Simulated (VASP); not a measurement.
Ir, 1 atom in the cell. Symmetry: Fm-3m, No. 225, cubic system. Conventional cell: a = 3.831 Å, b = 3.831 Å, c = 3.831 Å, α = 90.00°, β = 90.00°, γ = 90.00°. Within 3.6 Å of Ir (site symmetry m-3m) lie 12 Ir at 2.71 Å. 

```yaml
Program: VASP 6.6.1
Task: single point
Functional: PBEsol
Potentials_or_basis: VASP PAW PBE potentials, release 64 (Ir_sv_GW)
Cutoff: 560 eV
k_mesh: 20 × 20 × 20
Occupations: fermi-dirac, width 0.1 eV
Spin: no spin polarisation
Dipole_correction: no
Further_INCAR_settings: ALGO = Normal; EDIFF = 1e-06; NBANDS = 14
```

Potentials or basis: VASP PAW PBE potentials, release 64 (Ir_sv_GW).

The run is started by

```console
$ cat potpaw_PBE.64/Ir_sv_GW/POTCAR > POTCAR
$ mpirun -np 1 vasp_std > vasp.out
```

Hardware: 1 thread of Intel(R) Xeon(R) 6975P-C (Granite Rapids), with other jobs on the host.

Problem. Estimate the wall time of this run.

Solution. It took 18 s on 1 thread of Intel(R) Xeon(R) 6975P-C (Granite Rapids), with other jobs on the host, peak memory 0.19 GiB. Counts: scf iterations 12, k points 256.
